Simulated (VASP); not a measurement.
# C (P4/mmm) in VASP: a series of runs, part 2 of 2

VASP 6.6.1. Earlier steps stand in the parts before.

**3. Single point, PBE**

This run uses another cell than the first one, of 8.24 Å³/atom.

INCAR

```
PREC = Accurate
ENCUT = 520
EDIFF = 1E-6
ISMEAR = 0
SIGMA = 0.1
LREAL = False
LASPH = True
NELM = 60
ALGO = Normal
ISIF = 2
LWAVE = False
LCHARG = False
GGA = PE
NBANDS = 11
```

KPOINTS

```
Automatic mesh
0
Gamma
  10 10 6
```

POSCAR

```
C
1.0
    1.7906299464      0.0000000000      0.0000000000
    0.0000000000      1.7906299464      0.0000000000
    0.0000000000      0.0000000000      5.1410113872
C
2
Direct
    0.0000000000      0.0000000000      0.8540510189
    0.0000000000      0.0000000000      0.1459489811
```

Potentials or basis: VASP PAW PBE potentials, release 64 (C).

Launch:

```
cat potpaw_PBE.64/C/POTCAR > POTCAR
mpirun -np 1 vasp_std > vasp.out
```

OUTCAR:

```text
PREC = Accurate
   ENCUT = 520
   EDIFF = 1E-6
   ISMEAR = 0
   LREAL = False
   LASPH = True
   NELM = 60
   ISIF = 2
   GGA = PE

 ion  position               nearest neighbor table
   1  0.000  0.000  0.854-   2 1.50
   2  0.000  0.000  0.146-   1 1.50

  LATTYP: Found a simple tetragonal cell.
 ALAT       =     1.7906299464
 C/A-ratio  =     2.8710630008

  Lattice vectors:

 A1 = (   1.7906299464,   0.0000000000,   0.0000000000)
 A2 = (   0.0000000000,   1.7906299464,   0.0000000000)
 A3 = (   0.0000000000,   0.0000000000,   5.1410113872)

Analysis of symmetry for initial positions (statically):
=====================================================================
 Subroutine PRICEL returns:
 Original cell was already a primitive cell.

 Routine SETGRP: Setting up the symmetry group for a
 simple tetragonal supercell.

 Subroutine GETGRP returns: Found 16 space group operations
 (whereof 16 operations were pure point group operations)
 out of a pool of 16 trial point group operations.

The static configuration has the point symmetry D_4h.

Analysis of symmetry for dynamics (positions and initial velocities):
=====================================================================
 Subroutine PRICEL returns:
 Original cell was already a primitive cell.

 Routine SETGRP: Setting up the symmetry group for a
 simple tetragonal supercell.

 Subroutine GETGRP returns: Found 16 space group operations
 (whereof 16 operations were pure point group operations)
 out of a pool of 16 trial point group operations.

The dynamic configuration has the point symmetry D_4h.

 Subroutine INISYM returns: Found 16 space group operations
 (whereof 16 operations are pure point group operations),
 and found     1 'primitive' translations

----------------------------------------------------------------------------------------

                                     Primitive cell

  volume of cell :      16.4839

  direct lattice vectors                    reciprocal lattice vectors
     1.790629946  0.000000000  0.000000000     0.558462681  0.000000000  0.000000000
     0.000000000  1.790629946  0.000000000     0.000000000  0.558462681  0.000000000
     0.000000000  0.000000000  5.141011387     0.000000000  0.000000000  0.194514255

  length of vectors
     1.790629946  1.790629946  5.141011387     0.558462681  0.558462681  0.194514255

  position of ions in fractional coordinates (direct lattice)
     0.000000000  0.000000000  0.854051019
     0.000000000  0.000000000  0.145948981

  ion indices of the primitive-cell ions
   primitive index   ion index
                 1           1
                 2           2

----------------------------------------------------------------------------------------

 KPOINTS: Automatic mesh

Automatic generation of k-mesh.
 Grid dimensions read from file:
 generate k-points for:   10   10    6

 Generating k-lattice:

  Cartesian coordinates                     Fractional coordinates (reciprocal lattice)
     0.055846268  0.000000000  0.000000000     0.100000000  0.000000000  0.000000000
     0.000000000  0.055846268  0.000000000     0.000000000  0.100000000  0.000000000
     0.000000000  0.000000000  0.032419043     0.000000000  0.000000000  0.166666667

  Length of vectors
     0.055846268  0.055846268  0.032419043

  Shift w.r.t. Gamma in fractional coordinates (k-lattice)
     0.000000000  0.000000000  0.000000000

 Subroutine IBZKPT returns following result:
 ===========================================

 Found     84 irreducible k-points:

 Following reciprocal coordinates:
            Coordinates               Weight
  0.000000  0.000000  0.000000      1.000000
  0.100000  0.000000  0.000000      4.000000
  0.200000  0.000000  0.000000      4.000000
  0.300000  0.000000  0.000000      4.000000
  0.400000  0.000000  0.000000      4.000000
  0.500000  0.000000  0.000000      2.000000
[... 16 lines left out ...]
  0.100000  0.000000  0.166667      8.000000
  0.200000  0.000000  0.166667      8.000000
 [... further k-points ...]
   k-points           NKPTS =     84   k-points in BZ     NKDIM =     84   number of bands    NBANDS=     11
   number of dos      NEDOS =    301   number of ions     NIONS =      2
   total plane-waves  NPLWV =   7840
   dimension x,y,z NGX =    14 NGY =   14 NGZ =   40
   dimension x,y,z NGXF=    28 NGYF=   28 NGZF=   80
   ions per type =               2
   NGX,Y,Z   is equivalent  to a cutoff of  13.00, 13.00, 12.93 a.u.
   NGXF,Y,Z  is equivalent  to a cutoff of  26.00, 26.00, 25.87 a.u.
 SYSTEM =  unknown system
   PREC   = accura    normal or accurate (medium, high low for compatibility)
   ISTART =      0    job   : 0-new  1-cont  2-samecut
   ICHARG =      2    charge: 1-file 2-atom 10-const
   ISPIN  =      1    spin polarized calculation?
   LNONCOLLINEAR =      F non collinear calculations
   LSORBIT =      F    spin-orbit coupling
   LASPH  =      T    aspherical Exc in radial PAW
   ENCUT  =  520.0 eV  38.22 Ry    6.18 a.u.   3.33  3.33  9.56*2*pi/ulx,y,z
   NELM   =     60;   NELMIN=  2; NELMDL= -5     # of ELM steps
   EDIFF  = 0.1E-05   stopping-criterion for ELM
   LREAL  =      F    real-space projection
   EDIFFG = 0.1E-04   stopping-criterion for IOM
   NSW    =      0    number of steps for IOM
   IBRION =     -1    ionic relax: 0-MD 1-quasi-New 2-CG
   NFREE  =      0    steps in history (QN), initial steepest desc. (CG)
   ISIF   =      2    stress and relaxation
   ISYM   =      2    0-nonsym 1-usesym 2-fastsym
   POTIM  = 0.5000    time-step for ionic-motion
   TEBEG  =    0.0;   TEEND  =   0.0 temperature during run
   PSTRESS=    0.0 pullay stress
   NELECT =       8.0000    total number of electrons
   NUPDOWN=      -1.0000    fix difference up-down
   EMIN   =  10.00;   EMAX   =-10.00  energy-range for DOS
   EFERMI =   0.00;   METHOD = LEGACY
   ISMEAR =     0;   SIGMA  =   0.10  broadening in eV -4-tet -1-fermi 0-gaus
   EFERMI_NEDOS =   21; number of points for ismear=-14 and -15
   IALGO  =     38    algorithm
   IMIX   =      4    mixing-type and parameters
     AMIX     =   0.40;   BMIX     =  1.00
     AMIX_MAG =   1.60;   BMIX_MAG =  1.00
  volume/ion in A,a.u.               =       8.24        55.62
  Fermi-wavevector in a.u.,A,eV,Ry     =   1.286525  2.431179 22.519620  1.655145
  Thomas-Fermi vector in A             =   2.418594
   LORBIT       =      0    0 simple, 1 ext, 2 COOP (PROOUT), +10 PAW based schemes
   GGA     = PE    functional components
   LHFCALC =     F    Hartree Fock is set to
   AEXX    =    0.0000 exact exchange contribution
   IVDW    =     0    specifies the selected vdW correction
   LEPSILON=     F    determine dielectric tensor
   LRPA    =     F    only Hartree local field effects (RPA)
 non-spin polarized calculation
 Gauss-broadening in eV      SIGMA  =   0.10
  energy-cutoff  :      520.00
  volume of cell :       16.48
 maximum number of plane-waves:       463
 NGX is ok and might be reduce to    14
   NGX =  7   NGY =  7   NGZ = 19

 number of electron       8.0000000 magnetization

 Free energy of the ion-electron system (eV)
  ---------------------------------------------------
  ext. energy  EPLUGINS =         0.00000000
  ---------------------------------------------------
  free energy    TOTEN  =       -13.28616466 eV

  energy without entropy =      -13.28154449  energy(sigma->0) =      -13.28385457

 E-fermi :   4.4511     XC(G=0): -10.8193

 val. band max:        4.4334758549   @ k =   0.4000   0.2000   0.3333
 cond. band min:       4.4774264126   @ k =   0.4000   0.2000   0.1667
 fundamental gap:      0.0439505577
 Fermi energy:         4.4510587717

 k-point     1 :       0.0000    0.0000    0.0000
  band No.  band energies     occupation
      1     -16.3525      2.00000
      2      -8.7180      2.00000
      3      -2.7431      2.00000
      4      11.0976      0.00000
      5      12.7671      0.00000
      6      14.4202      0.00000
      7      14.4202      0.00000
      8      18.1652      0.00000
      9      18.1652      0.00000
     10      29.3899      0.00000
     11      31.0147      0.00000
[... 309 lines left out ...]
 k-point    24 :       0.2000    0.0000    0.1667
  band No.  band energies     occupation
      1     -14.8383      2.00000
      2      -7.3595      2.00000
      3      -1.2342      2.00000
      4       7.2207      0.00000
      5      10.2180      0.00000
      6      13.2583      0.00000
      7      15.3611      0.00000
      8      16.4009      0.00000
      9      18.9892      0.00000
     10      28.2257      0.00000
     11      30.8204      0.00000

 [... further k-points ...]
[... 5 lines left out ...]
  --------------------------------------------------------------------------------------
  -------------------------------------------------------------------------------------
  Total        0.0034072      0.0034072      0.1328988      0.0000000      0.0000000     -0.0000000
  in kB        0.3311711      0.3311711     12.9172860      0.0000000      0.0000000     -0.0000000
  external PRESSURE =       4.5265428 kB  Pullay stress =       0.0000000 kB

 VOLUME and BASIS-vectors are now :
 -----------------------------------------------------------------------------
  energy-cutoff  :      520.00
  volume of cell :       16.48
      direct lattice vectors                 reciprocal lattice vectors
     1.790629946  0.000000000  0.000000000     0.558462681  0.000000000  0.000000000
     0.000000000  1.790629946  0.000000000     0.000000000  0.558462681  0.000000000
     0.000000000  0.000000000  5.141011387     0.000000000  0.000000000  0.194514255

 POSITION                                       TOTAL-FORCE (eV/Angst)
 -----------------------------------------------------------------------------------
      0.00000      0.00000      4.39069        -0.000000      0.000000     -0.075738
      0.00000      0.00000      0.75033         0.000000      0.000000      0.075738
 -----------------------------------------------------------------------------------
    total drift:                                0.000000     -0.000000     -0.000000

  FREE ENERGIE OF THE ION-ELECTRON SYSTEM (eV)
  ---------------------------------------------------
  free  energy   TOTEN  =       -13.2861646556 eV

  energy  without entropy=      -13.2815444918  energy(sigma->0) =      -13.28385457
```

OSZICAR:

```text
N       E                     dE             d eps       ncg     rms          rms(c)
DAV:   1     0.401769465867E+01    0.40177E+01   -0.40637E+03  1880   0.651E+02
DAV:   2    -0.130561418506E+02   -0.17074E+02   -0.16412E+02  2467   0.108E+02
DAV:   3    -0.134981523934E+02   -0.44201E+00   -0.43801E+00  2150   0.136E+01
DAV:   4    -0.134999826108E+02   -0.18302E-02   -0.18300E-02  2102   0.111E+00
DAV:   5    -0.134999896515E+02   -0.70406E-05   -0.70405E-05  2166   0.642E-02    0.376E+00
DAV:   6    -0.133292617019E+02    0.17073E+00   -0.20490E-01  1983   0.258E+00    0.216E+00
DAV:   7    -0.132849100277E+02    0.44352E-01   -0.12846E-01  2079   0.224E+00    0.588E-01
DAV:   8    -0.132859481132E+02   -0.10381E-02   -0.51252E-03  1944   0.530E-01    0.128E-01
DAV:   9    -0.132861269766E+02   -0.17886E-03   -0.44335E-04  2031   0.150E-01    0.250E-02
DAV:  10    -0.132861583534E+02   -0.31377E-04   -0.11570E-04  2025   0.691E-02    0.969E-03
DAV:  11    -0.132861641736E+02   -0.58202E-05   -0.49714E-06  2034   0.188E-02    0.301E-03
DAV:  12    -0.132861646556E+02   -0.48193E-06   -0.49709E-07  1893   0.513E-03
   1 F= -.13286165E+02 E0= -.13283855E+02  d E =-.462016E-02
```

Wall time 11 s (1 thread of Intel Xeon Platinum 8488C (Sapphire Rapids), shared host); peak memory 0.12 GiB.

Results:

```
Free energy            : -13.2862 eV
Pressure               : 0.5 GPa
Largest force          : 0.076 eV/Å
Band gap on the k mesh : zero (bands 4 and 5 overlap by 8.07 eV)
```

Forces on the atoms (eV/Å):
```
C    0.000  0.000 -0.076
C    0.000  0.000  0.076
```

Stress tensor (GPa, compression positive):
```
0.03 0.00 0.00
0.00 0.03 0.00
0.00 0.00 1.29
```

Levels at points of the mesh, in eV from the Fermi level:
| k point | band 1 | band 2 | band 3 | band 4 | band 5 | band 6 | band 7 | band 8 |
| --- | --- | --- | --- | --- | --- | --- | --- | --- |
| (0.00, 0.00, 0.00) | -20.80 | -13.17 | -7.19 | 6.65 | 8.32 | 9.97 | 9.97 | 13.71 |
| (0.50, 0.00, 0.00) | -12.31 | -10.62 | -5.12 | -3.96 | -0.70 | 11.44 | 13.06 | 13.11 |
| (0.50, 0.50, 0.00) | -4.83 | -4.83 | -4.39 | 0.12 | 0.12 | 5.35 | 5.71 | 9.96 |
| (0.00, 0.00, 0.50) | -20.79 | -13.39 | -6.48 | 3.13 | 9.97 | 9.97 | 13.71 | 13.71 |
| (0.50, 0.00, 0.50) | -12.30 | -10.61 | -5.19 | -4.16 | -0.32 | 11.79 | 13.11 | 13.83 |
| (0.50, 0.50, 0.50) | -4.82 | -4.82 | -4.39 | 0.09 | 0.09 | 5.15 | 5.94 | 10.03 |

Caveat: this functional lacks dispersion, which binds the layers, so the pressure and a relaxed spacing across them are unreliable.
